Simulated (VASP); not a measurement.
# Sr3Pt: relaxation of cell and atoms with PBE

The system is Sr3Pt.

```
Sr Pt
1.0
     5.14587    0.00000    0.00000
     0.00000    5.14587    0.00000
     0.00000    0.00000    5.14587
Sr Pt
3 1
Direct
  0.50000 0.00000 0.00000
  0.00000 0.50000 0.00000
  0.00000 0.00000 0.50000
  0.50000 0.50000 0.50000
```

```yaml
Program: VASP 6.6.1
Task: relaxation of cell and atoms
Functional: PBE
Potentials_or_basis: VASP PAW PBE potentials, release 64 (Sr_sv, Pt)
Cutoff: 600 eV
k_mesh: 10 × 10 × 10
Occupations: gaussian, width 0.1 eV
Spin: no spin polarisation
Dipole_correction: no
Further_INCAR_settings: ALGO = Normal; EDIFF = 1e-06; IBRION = 2; EDIFFG = -0.01; NSW = 100; ISIF = 3
```

```yaml
Pressure_after_relaxing: 0.0 GPa
Band_gap_on_the_k_mesh: zero (band 20 reaches 4.51 eV, above the bottom of band 21 at 3.12 eV)
```

Final structure:
```
Sr Pt
1.0
     5.14587    0.00000    0.00000
     0.00000    5.14587    0.00000
     0.00000    0.00000    5.14587
Sr Pt
3 1
Direct
  0.50000 0.00000 0.00000
  0.00000 0.50000 0.00000
  0.00000 0.00000 0.50000
  0.50000 0.50000 0.50000
```

Levels at points of the mesh, in eV from the Fermi level:
| k point | band 16 | band 17 | band 18 | band 19 | band 20 | band 21 | band 22 | band 23 | band 24 |
| --- | --- | --- | --- | --- | --- | --- | --- | --- | --- |
| (0.00, 0.00, 0.00) | -2.20 | -2.20 | -2.20 | -1.93 | 1.12 | 1.12 | 1.12 | 1.40 | 1.40 |
| (0.50, 0.00, 0.00) | -2.10 | -1.99 | -1.99 | -1.80 | -0.42 | 0.74 | 0.74 | 1.04 | 2.33 |
| (0.50, 0.50, 0.00) | -1.99 | -1.99 | -1.75 | -1.05 | -1.05 | -0.27 | 0.62 | 1.25 | 1.42 |
| (0.50, 0.50, 0.50) | -2.47 | -1.82 | -1.82 | 0.16 | 0.16 | 0.16 | 0.85 | 0.85 | 0.85 |

Wall time 3.7 min on 1 thread of AMD EPYC 7R43 64-Core Processor (Zen 3), with other jobs on the host, peak memory 0.35 GiB.

Caveat: the relaxation stopped at its first step, so nothing moved; spin-orbit coupling is left out, which moves the levels of the heavy elements.
